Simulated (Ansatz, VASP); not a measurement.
## Sb: VASP beside Ansatz

```xyz
1
Lattice="-1.5345 1.5345 2.5286 1.5345 -1.5345 2.5286 1.5345 1.5345 -2.5286" Properties=species:S:1:pos:R:3 pbc="T T T"
Sb    0.0000    0.0000    0.0000
```

Change from the starting cell: volume scaled by 1.06, PAW files.

Alike in both runs: task electric field gradients; functional PBEsol; k mesh 19 × 19 × 19; occupations fermi-dirac, width 0.05 eV; no spin polarisation.

|  | VASP | Ansatz |
| --- | --- | --- |
| version | VASP 6.6.1 | Ansatz 0.2.0 |
| potentials or method | VASP PAW PBE potentials, release 64 (Sb) | PAW with Ansatz's default frozen-core files, scalar-relativistic |
| plane-wave cutoff (eV) | 520 | 420 |
| valence electrons in the cell | 5 | 15 |

Ansatz gave:

| Property | Result |
| --- | --- |
| pressure (GPa) | 8.4 |
| traceless stress, the component that is largest in VASP (GPa) | -0.62 |
| size of Vzz on the site where it differs most (V/Å²) | 39.1 |

Task: Estimate VASP's values.

Result: Pressure (GPa): 8.5; traceless stress, the component that is largest in VASP (GPa): -0.71; size of Vzz on the site where it differs most (V/Å²): 39.2.

VASP's potentials were made for PBE, not for PBEsol. VASP's potentials hold 5 valence electrons a cell and Ansatz's 15, so a difference there can come from the potentials and not from the codes.

Neither program's run includes spin-orbit coupling.
